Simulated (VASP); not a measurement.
Crystal: As.

```xyz
4
Lattice="2.9580 0.0000 0.0000 -1.4790 2.5617 0.0000 0.0000 0.0000 9.6608" Properties=species:S:1:pos:R:3 pbc="T T T"
As    0.0000    0.0000    0.0000
As    0.0000    0.0000    4.8304
As    0.0000    1.7078    2.4152
As    1.4790    0.8539    7.2456
```

This isn't the form of As at room conditions, which is rhombohedral.

* Program: VASP 6.6.1
* Task: relaxation of cell and atoms
* Functional: r2SCAN
* Potentials or basis: VASP PAW PBE potentials, release 64 (As)
* Cutoff: 550 eV
* k mesh: 12 × 12 × 4
* Occupations: fermi-dirac, width 0.1 eV
* Spin: no spin polarisation

At the start: pressure 3.6 GPa; volume 18.30 Å³/atom.

How do energy, volume and symmetry change on relaxing?

Over 6 steps the energy falls by 11.6 meV/atom and the volume is 19.04 Å³/atom (+4.0 %); space group P6_3/mmc (No. 194, to 0.1 Å) before and after.

Step by step:
```tsv
step	energy change (eV)	largest force (eV/Å)	pressure (GPa)	volume (Å³)
1	0.0000	0.0000	3.58	73.20
2	-0.0298	0.0000	-1.65	77.62
3	-0.0359	0.0000	-0.27	76.28
4	-0.0415	0.0000	-0.17	76.24
5	-0.0464	0.0000	0.03	76.15
6	-0.0464	0.0000	0.05	76.14
```

Final structure:
```xyz
4
Lattice="2.9564 0.0000 0.0000 -1.4782 2.5603 0.0000 0.0000 0.0000 10.0591" Properties=species:S:1:pos:R:3 pbc="T T T"
As    2.9564    0.0000   10.0591
As    2.9564    0.0000    5.0295
As    0.0000    1.7069    2.5148
As    1.4782    0.8534    7.5443
```

Caveat: the highest band is partly filled, so the run has too few bands; the PAW data sets were made with another functional, which shifts forces and pressure a little.
